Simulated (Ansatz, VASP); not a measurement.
**One calculation of Si, two programs**

INCAR

```
SYSTEM = Si
ALGO     = Normal         ! electronic algorithm
EDIFF    = 1E-6           ! SCF threshold, eV
ENCUT    = 500            ! plane-wave cutoff, eV
GGA_COMPAT= .False.      
ISIF     = 2              ! what is computed and relaxed
ISMEAR   = -1             ! smearing method
LASPH    = .True.         ! aspherical terms in the spheres
LCHARG   = .False.        ! write CHGCAR
LREAL    = .False.        ! projectors in reciprocal space
LWAVE    = .False.        ! write WAVECAR
NBANDS   = 11             ! bands
NELM     = 120            ! most SCF steps
PREC     = Accurate       ! precision mode
SIGMA    = 0.08           ! smearing width, eV
```

KPOINTS

```
k-points
0
Gamma
  12 12 12
  0 0 0
```

Contents of POSCAR:

```
Si
1.0
    0.0000000000      2.5882630349      2.5882630349
    2.5882630349      0.0000000000      2.5882630349
    2.5882630349      2.5882630349      0.0000000000
Si
2
Direct
   -0.1250000000     -0.1250000000     -0.1250000000
    0.1250000000      0.1250000000      0.1250000000
```

Input for Ansatz:

```yaml
crystal:
  lattice:
    - [0.0, 2.5882630349, 2.5882630349]
    - [2.5882630349, 0.0, 2.5882630349]
    - [2.5882630349, 2.5882630349, 0.0]
  atoms:
    - { symbol: Si, position: [-0.125, -0.125, -0.125] }
    - { symbol: Si, position: [0.125, 0.125, 0.125] }
kpoints:
  mp_grid: { grid: [12, 12, 12] }
  band_path:
    path:
      - [0.0, 0.0, 0.0]
      - [0.5, 0.0, 0.5]
      - [0.625, 0.25, 0.625]
      - [0.375, 0.375, 0.75]
      - [0.0, 0.0, 0.0]
      - [0.5, 0.5, 0.5]
      - [0.5, 0.25, 0.75]
      - [0.5, 0.0, 0.5]
    npoints: 8
scf:
  occupations: { method: fermi_dirac, width: 0.08 }
hamiltonian:
  xc: lda
  pseudopotentials: { kind: paw }
output:
  forces: true
  stress: true
  eigenvalues: true
  populations: true
  dos: { projected: true, de: 0.2, e_range: [-14, 8] }
  write_density: true
  write_potential: true
  elf: true
  volumetric_format: npy
```

Change from the starting cell: volume scaled by 0.88, PAW files.

Alike in both runs: task single point; functional LDA; k mesh 12 × 12 × 12; occupations fermi-dirac, width 0.08 eV; no spin polarisation.

|  | VASP | Ansatz |
| --- | --- | --- |
| version | VASP 6.6.1 | Ansatz 0.2.0 |
| potentials or method | VASP PAW LDA potentials, release 64 (Si) | PAW with Ansatz's default frozen-core files, scalar-relativistic |
| plane-wave cutoff (eV) | 500 | 420 |
| valence electrons in the cell | 8 | 8 |

```tsv
	VASP	Ansatz	Ansatz less VASP
pressure (GPa)	16.2	16.1	-0.11
```

LDA's correlation is that of Perdew and Zunger in VASP and of Perdew and Wang (1992) in Ansatz.
